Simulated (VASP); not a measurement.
Cs: single point with LDA

Cs:

```
CELL_PARAMETERS angstrom
-2.69288 2.69288 3.80773
2.69288 -2.69288 3.80773
2.69288 2.69288 -3.80773
ATOMIC_POSITIONS crystal
Cs 0.00000 0.00000 0.00000
```

This cell differs from its parent crystal: ratio of the length along z to the lengths across it x 1.414, volume and fractional coordinates fixed.

| Item | Value |
| --- | --- |
| Program | VASP 6.6.1 |
| Task | single point |
| Functional | LDA |
| Potentials or basis | VASP PAW LDA potentials, release 64 (Cs_sv) |
| Cutoff | 520 eV |
| k mesh | 12 × 12 × 12 |
| Occupations | gaussian, width 0.15 eV |
| Spin | no spin polarisation |
| Dipole correction | no |
| Further INCAR settings | ALGO = Normal; EDIFF = 1e-07; NBANDS = 10 |

```json
{"Pressure": "-0.3 GPa"}
```

Levels at points of the mesh, in eV from the Fermi level:
| k point | band 3 | band 4 | band 5 | band 6 | band 7 | band 8 |
| --- | --- | --- | --- | --- | --- | --- |
| (0.00, 0.00, 0.00) | -10.52 | -10.52 | -1.72 | 2.42 | 2.42 | 2.42 |
| (0.50, 0.00, 0.00) | -10.54 | -10.54 | -0.07 | 0.88 | 2.28 | 2.28 |
| (0.50, 0.50, 0.00) | -10.58 | -10.58 | 0.26 | 1.00 | 1.54 | 4.14 |
| (0.50, 0.50, 0.50) | -10.58 | -10.58 | 0.26 | 1.00 | 1.54 | 4.14 |

Run time: 58 s on 1 thread of Intel(R) Xeon(R) 6975P-C (Granite Rapids), with other jobs on the host, peak memory 0.31 GiB.

Caveat: spin-orbit coupling is left out, which moves the levels of the heavy elements.
